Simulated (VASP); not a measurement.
# Na (Fd-3m) in VASP: further runs

Na is run at these levels: revPBE; tasks: single point.

Everything below comes from runs of VASP 6.6.1. Logs are shortened: lines on timing, memory, paths and dates and some standing lists are left out, and cuts for length are marked.

## 1. The cell of the first run

Symmetry: Fd-3m, No. 227, cubic system. The conventional cell has a = 7.953 Å, b = 7.953 Å, c = 7.953 Å, α = 90.00°, β = 90.00°, γ = 90.00°. Within 4.5 Å of Na (site symmetry -43m) lie 4 Na at 3.44 Å.

This isn't the form of Na at room conditions, which is bcc.

## 2. Single point, revPBE (62.87 Å³/atom)

The input, INCAR:

```
SYSTEM = Na
PREC = Accurate
ENCUT = 520
EDIFF = 1E-6
ISMEAR = -1
SIGMA = 0.1
LREAL = .FALSE.
LASPH = .TRUE.
NELM = 100
ALGO = Normal
ISIF = 2
LWAVE = .FALSE.
LCHARG = .FALSE.
GGA = RE
NBANDS = 14
```

The input, KPOINTS:

```
regular mesh
0
G
  8 8 8
  0 0 0
```

The input, POSCAR:

```
Na
1.0
    0.0000000000      3.9763659358      3.9763659358
    3.9763659358      0.0000000000      3.9763659358
    3.9763659358      3.9763659358      0.0000000000
Na
2
Direct
    0.1250000000      0.1250000000      0.1250000000
    0.8750000000      0.8750000000      0.8750000000
```

Potentials or basis: VASP PAW PBE potentials, release 64 (Na_pv).

Launch:

```sh
> cat potpaw_PBE.64/Na_pv/POTCAR > POTCAR
> mpirun -np 1 vasp_std > vasp.out
```

OUTCAR:

```text
SYSTEM = Na
   PREC = Accurate
   ENCUT = 520
   EDIFF = 1E-6
   ISMEAR = -1
   LREAL = .FALSE.
   LASPH = .TRUE.
   NELM = 100
   ISIF = 2
   GGA = RE

 ion  position               nearest neighbor table
   1  0.125  0.125  0.125-
   2  0.875  0.875  0.875-

  LATTYP: Found a face centered cubic cell.
 ALAT       =     7.9527318716

  Lattice vectors:

 A1 = (   0.0000000000,   3.9763659358,   3.9763659358)
 A2 = (   3.9763659358,   0.0000000000,   3.9763659358)
 A3 = (   3.9763659358,   3.9763659358,   0.0000000000)

Analysis of symmetry for initial positions (statically):
=====================================================================
 Subroutine PRICEL returns:
 Original cell was already a primitive cell.

 Routine SETGRP: Setting up the symmetry group for a
 face centered cubic supercell.

 Subroutine GETGRP returns: Found 48 space group operations
 (whereof 12 operations were pure point group operations)
 out of a pool of 48 trial point group operations.

The static configuration has the point symmetry D_3d.
 The point group associated with its full space group is O_h .

Analysis of symmetry for dynamics (positions and initial velocities):
=====================================================================
 Subroutine PRICEL returns:
 Original cell was already a primitive cell.

 Routine SETGRP: Setting up the symmetry group for a
 face centered cubic supercell.

 Subroutine GETGRP returns: Found 48 space group operations
 (whereof 12 operations were pure point group operations)
 out of a pool of 48 trial point group operations.

The dynamic configuration has the point symmetry D_3d.
 The point group associated with its full space group is O_h .

 Subroutine INISYM returns: Found 48 space group operations
 (whereof 12 operations are pure point group operations),
 and found     1 'primitive' translations

----------------------------------------------------------------------------------------

                                     Primitive cell

  volume of cell :     125.7445

  direct lattice vectors                    reciprocal lattice vectors
     0.000000000  3.976365936  3.976365936    -0.125742954  0.125742954  0.125742954
     3.976365936  0.000000000  3.976365936     0.125742954 -0.125742954  0.125742954
     3.976365936  3.976365936  0.000000000     0.125742954  0.125742954 -0.125742954

  length of vectors
     5.623430635  5.623430635  5.623430635     0.217793185  0.217793185  0.217793185

  position of ions in fractional coordinates (direct lattice)
     0.125000000  0.125000000  0.125000000
     0.875000000  0.875000000  0.875000000

  ion indices of the primitive-cell ions
   primitive index   ion index
                 1           1
                 2           2

----------------------------------------------------------------------------------------

 KPOINTS: regular mesh

Automatic generation of k-mesh.
 Grid dimensions read from file:
 generate k-points for:    8    8    8

 Generating k-lattice:

  Cartesian coordinates                     Fractional coordinates (reciprocal lattice)
    -0.015717869  0.015717869  0.015717869     0.125000000  0.000000000  0.000000000
     0.015717869 -0.015717869  0.015717869     0.000000000  0.125000000  0.000000000
     0.015717869  0.015717869 -0.015717869     0.000000000  0.000000000  0.125000000

  Length of vectors
     0.027224148  0.027224148  0.027224148

  Shift w.r.t. Gamma in fractional coordinates (k-lattice)
     0.000000000  0.000000000  0.000000000

 Subroutine IBZKPT returns following result:
 ===========================================

 Found     29 irreducible k-points:

 Following reciprocal coordinates:
            Coordinates               Weight
  0.000000  0.000000  0.000000      1.000000
  0.125000  0.000000  0.000000      8.000000
  0.250000  0.000000  0.000000      8.000000
  0.375000  0.000000  0.000000      8.000000
  0.500000  0.000000  0.000000      4.000000
  0.125000  0.125000  0.000000      6.000000
[... 16 lines left out ...]
  0.500000  0.250000  0.125000     48.000000
 -0.375000  0.250000  0.125000     24.000000
 [... further k-points ...]
   k-points           NKPTS =     29   k-points in BZ     NKDIM =     29   number of bands    NBANDS=     14
   number of dos      NEDOS =    301   number of ions     NIONS =      2
   total plane-waves  NPLWV =  74088
   dimension x,y,z NGX =    42 NGY =   42 NGZ =   42
   dimension x,y,z NGXF=    84 NGYF=   84 NGZF=   84
   ions per type =               2
   NGX,Y,Z   is equivalent  to a cutoff of  12.42, 12.42, 12.42 a.u.
   NGXF,Y,Z  is equivalent  to a cutoff of  24.83, 24.83, 24.83 a.u.
 SYSTEM =  Na
   PREC   = accura    normal or accurate (medium, high low for compatibility)
   ISTART =      0    job   : 0-new  1-cont  2-samecut
   ICHARG =      2    charge: 1-file 2-atom 10-const
   ISPIN  =      1    spin polarized calculation?
   LNONCOLLINEAR =      F non collinear calculations
   LSORBIT =      F    spin-orbit coupling
   LASPH  =      T    aspherical Exc in radial PAW
   ENCUT  =  520.0 eV  38.22 Ry    6.18 a.u.  10.46 10.46 10.46*2*pi/ulx,y,z
   NELM   =    100;   NELMIN=  2; NELMDL= -5     # of ELM steps
   EDIFF  = 0.1E-05   stopping-criterion for ELM
   LREAL  =      F    real-space projection
   EDIFFG = 0.1E-04   stopping-criterion for IOM
   NSW    =      0    number of steps for IOM
   IBRION =     -1    ionic relax: 0-MD 1-quasi-New 2-CG
   NFREE  =      0    steps in history (QN), initial steepest desc. (CG)
   ISIF   =      2    stress and relaxation
   ISYM   =      2    0-nonsym 1-usesym 2-fastsym
   POTIM  = 0.5000    time-step for ionic-motion
   TEBEG  =    0.0;   TEEND  =   0.0 temperature during run
   PSTRESS=    0.0 pullay stress
   NELECT =      14.0000    total number of electrons
   NUPDOWN=      -1.0000    fix difference up-down
   EMIN   =  10.00;   EMAX   =-10.00  energy-range for DOS
   EFERMI =   0.00;   METHOD = LEGACY
   ISMEAR =    -1;   SIGMA  =   0.10  broadening in eV -4-tet -1-fermi 0-gaus
   EFERMI_NEDOS =   21; number of points for ismear=-14 and -15
   IALGO  =     38    algorithm
   IMIX   =      4    mixing-type and parameters
     AMIX     =   0.40;   BMIX     =  1.00
     AMIX_MAG =   1.60;   BMIX_MAG =  1.00
  volume/ion in A,a.u.               =      62.87       424.28
  Fermi-wavevector in a.u.,A,eV,Ry     =   0.787568  1.488287  8.439186  0.620263
  Thomas-Fermi vector in A             =   1.892334
   LORBIT       =      0    0 simple, 1 ext, 2 COOP (PROOUT), +10 PAW based schemes
   GGA     = RE    functional components
   LHFCALC =     F    Hartree Fock is set to
   AEXX    =    0.0000 exact exchange contribution
   IVDW    =     0    specifies the selected vdW correction
   LEPSILON=     F    determine dielectric tensor
   LRPA    =     F    only Hartree local field effects (RPA)
 non-spin polarized calculation
  energy-cutoff  :      520.00
  volume of cell :      125.74
 maximum number of plane-waves:      3407
 NGX is ok and might be reduce to    42
   NGX = 21   NGY = 21   NGZ = 21

 number of electron      14.0000003 magnetization

 Free energy of the ion-electron system (eV)
  ---------------------------------------------------
  ext. energy  EPLUGINS =         0.00000000
  ---------------------------------------------------
  free energy    TOTEN  =        -1.75803696 eV

  energy without entropy =       -1.72023383  energy(sigma->0) =       -1.73913539

 E-fermi :  -0.7979     XC(G=0):  -5.0946

 val. band max:       -1.0051471323   @ k =  -0.3750   0.3750   0.1250
 cond. band min:      -0.7857379531   @ k =   0.5000   0.1250   0.0000
 fundamental gap:      0.2194091791
 Fermi energy:        -0.7978820807

 k-point     1 :       0.0000    0.0000    0.0000
  band No.  band energies     occupation
      1     -26.2729      2.00000
      2     -26.2729      2.00000
      3     -26.2729      2.00000
      4     -26.2518      2.00000
      5     -26.2517      2.00000
      6     -26.2517      2.00000
      7      -3.0981      2.00000
      8       3.3857      0.00000
      9       3.3858      0.00000
     10       3.3858      0.00000
     11       3.7271      0.00000
     12       3.7271      0.00000
     13       3.7271      0.00000
     14       5.1594      0.00000

 k-point     2 :       0.1250    0.0000    0.0000
  band No.  band energies     occupation
      1     -26.2733      2.00000
      2     -26.2733      2.00000
      3     -26.2728      2.00000
      4     -26.2520      2.00000
      5     -26.2514      2.00000
      6     -26.2514      2.00000
      7      -2.9864      2.00000
      8       2.2307      0.00000
      9       3.0801      0.00000
     10       3.0801      0.00000
     11       3.9450      0.00000
     12       4.1493      0.00000
     13       4.1494      0.00000
     14       5.1723      0.00000

 k-point     3 :       0.2500    0.0000    0.0000
  band No.  band energies     occupation
      1     -26.2740      2.00000
      2     -26.2740      2.00000
      3     -26.2724      2.00000
      4     -26.2525      2.00000
      5     -26.2507      2.00000
      6     -26.2507      2.00000
      7      -2.6540      2.00000
      8       0.8976      0.00000
      9       2.8212      0.00000
     10       2.8212      0.00000
     11       3.7862      0.00000
     12       4.1179      0.00000
     13       4.1180      0.00000
     14       5.1942      0.00000
[... 324 lines left out ...]
 k-point    23 :       0.5000    0.2500    0.1250
  band No.  band energies     occupation
      1     -26.2765      2.00000
      2     -26.2755      2.00000
      3     -26.2687      2.00000
      4     -26.2562      2.00000
      5     -26.2493      2.00000
      6     -26.2484      2.00000
      7      -1.8209      1.99993
      8       0.0062      0.00064
      9       1.0947      0.00000
     10       1.7682      0.00000
     11       3.5159      0.00000
     12       4.0827      0.00000
     13       4.6684      0.00000
     14       5.6973      0.00000

 k-point    24 :      -0.3750    0.2500    0.1250
  band No.  band energies     occupation
      1     -26.2768      2.00000
      2     -26.2758      2.00000
      3     -26.2681      2.00000
      4     -26.2569      2.00000
      5     -26.2490      2.00000
      6     -26.2481      2.00000
      7      -1.2744      1.98310
      8      -0.7449      0.74099
      9       1.1294      0.00000
     10       1.5306      0.00000
     11       3.5660      0.00000
     12       3.8565      0.00000
     13       5.5006      0.00000
     14       6.0206      0.00000

 [... further k-points ...]

------------------------ aborting loop because EDIFF is reached ----------------------------------------

  FORCE on cell =-STRESS in cart. coord.  units (eV):
  Direction    XX          YY          ZZ          XY          YZ          ZX
  --------------------------------------------------------------------------------------
  -------------------------------------------------------------------------------------
  Total       -0.1325363     -0.1325363     -0.1325363      0.0000000      0.0000000      0.0000000
  in kB       -1.6887148     -1.6887148     -1.6887148      0.0000000      0.0000000      0.0000000
  external PRESSURE =      -1.6887148 kB  Pullay stress =       0.0000000 kB

 VOLUME and BASIS-vectors are now :
 -----------------------------------------------------------------------------
  energy-cutoff  :      520.00
  volume of cell :      125.74
      direct lattice vectors                 reciprocal lattice vectors
     0.000000000  3.976365936  3.976365936    -0.125742954  0.125742954  0.125742954
     3.976365936  0.000000000  3.976365936     0.125742954 -0.125742954  0.125742954
     3.976365936  3.976365936  0.000000000     0.125742954  0.125742954 -0.125742954

 POSITION                                       TOTAL-FORCE (eV/Angst)
 -----------------------------------------------------------------------------------
      0.99409      0.99409      0.99409        -0.000000     -0.000000     -0.000000
      6.95864      6.95864      6.95864         0.000000      0.000000      0.000000
 -----------------------------------------------------------------------------------
    total drift:                                0.000000      0.000000      0.000000

  FREE ENERGIE OF THE ION-ELECTRON SYSTEM (eV)
  ---------------------------------------------------
  free  energy   TOTEN  =        -1.7580369570 eV

  energy  without entropy=       -1.7202338268  energy(sigma->0) =       -1.73913539
```

Run time: 40 s. Hardware: 1 thread of Intel Xeon Platinum 8259CL at 2.50GHz (Skylake/Cascade Lake), shared host; peak memory 0.25 GiB.

Results:

```
Free energy            : -1.7580 eV
Pressure               : -0.2 GPa
Band gap on the k mesh : zero (bands 7 and 8 overlap by 0.56 eV)
```

Levels at points of the mesh, in eV from the Fermi level:
```
           k point  band 5  band 6  band 7  band 8  band 9  band 10
(0.00, 0.00, 0.00)  -25.45  -25.45   -2.30    4.18    4.18     4.18
(0.50, 0.00, 0.00)  -25.45  -25.45   -0.77   -0.22    3.50     3.50
(0.50, 0.50, 0.00)  -25.45  -25.45    0.03    0.03    2.20     2.20
```

Caveat: the PAW data sets were made with another functional, which shifts forces and pressure a little.

## 3. Single point, revPBE (65.20 Å³/atom)

This run uses another cell than the first one, of 65.20 Å³/atom.

INCAR, as its differences from that of step 2:

```diff
@@ -8,3 +8,3 @@
 LASPH = .TRUE.
-NELM = 100
+NELM = 80
 ALGO = Normal
```

KPOINTS is that of step 2.

The input, POSCAR:

```
Na
1.0
    0.0000000000      4.0248629830      4.0248629830
    4.0248629830      0.0000000000      4.0248629830
    4.0248629830      4.0248629830      0.0000000000
Na
2
Direct
    0.1250000000      0.1250000000      0.1250000000
    0.8750000000      0.8750000000      0.8750000000
```

Potentials or basis: VASP PAW PBE potentials, release 64 (Na_pv).

Launch:

```sh
> cat potpaw_PBE.64/Na_pv/POTCAR > POTCAR
> mpirun -np 1 vasp_std > vasp.out
```

Run time: 34 s. Hardware: 1 thread of Intel Xeon Platinum 8259CL at 2.50GHz (Skylake/Cascade Lake), shared host; peak memory 0.25 GiB.

The run converged. Its results:

```
Free energy            : -1.7524 eV
Pressure               : -0.2 GPa
Band gap on the k mesh : zero (bands 7 and 8 overlap by 0.50 eV)
```

Levels at points of the mesh, in eV from the Fermi level:
```tsv
k point	band 4	band 5	band 6	band 7	band 8	band 9	band 10	band 11
(0.00, 0.00, 0.00)	-25.46	-25.46	-25.46	-2.24	4.08	4.08	4.08	4.43
(0.50, 0.00, 0.00)	-25.47	-25.46	-25.46	-0.77	-0.19	3.41	3.41	4.24
(0.50, 0.50, 0.00)	-25.47	-25.46	-25.46	0.03	0.03	2.16	2.16	2.78
```

Caveat: the PAW data sets were made with another functional, which shifts forces and pressure a little.

The gap in the log of VASP goes by the Fermi energy; the results here count the filled bands.